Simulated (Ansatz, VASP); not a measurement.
One calculation of Ga3AsP2, two programs

```
CELL_PARAMETERS angstrom
-1.97353 1.97353 8.38292
1.97353 -1.97353 8.38292
1.97353 1.97353 -8.38292
ATOMIC_POSITIONS crystal
Ga 0.00000 0.00000 0.00000
Ga 0.66253 0.66253 0.00000
Ga 0.33747 0.33747 0.00000
P 0.58130 0.08130 0.50000
P 0.91870 0.41870 0.50000
As 0.25000 0.75000 0.50000
```

Alike in both runs: task single point; functional PBE; k mesh 6 × 6 × 6; occupations gaussian, width 0.1 eV; no spin polarisation.

|  | VASP | Ansatz |
| --- | --- | --- |
| version | VASP 6.6.1 | Ansatz 0.2.0 |
| potentials or method | VASP PAW PBE potentials, release 64 (Ga_d, P, As), cutoff 520 eV | scalar-relativistic, plane waves, PAW |
| valence electrons in the cell | 54 | 64 |

|  | VASP | Ansatz | Ansatz less VASP |
| --- | --- | --- | --- |
| gap on the k mesh at the Fermi level (eV) | 1.04 | 1.04 | +0.002 |
| least direct gap on the mesh (eV) | 1.04 | 1.04 | +0.002 |
| pressure (GPa) | 0.1 | 0.0 | -0.07 |
| traceless stress, the component that is largest in VASP (GPa) | -0.13 | -0.14 | -0.003 |
| rms of the force components (eV/Å) | 0.004 | 0.001 | -0.0033 |

Atom by atom the forces differ by 0.005 eV/Å (rms over components). VASP's potentials hold 54 valence electrons a cell and Ansatz's 64, so a difference there can come from the potentials and not from the codes.
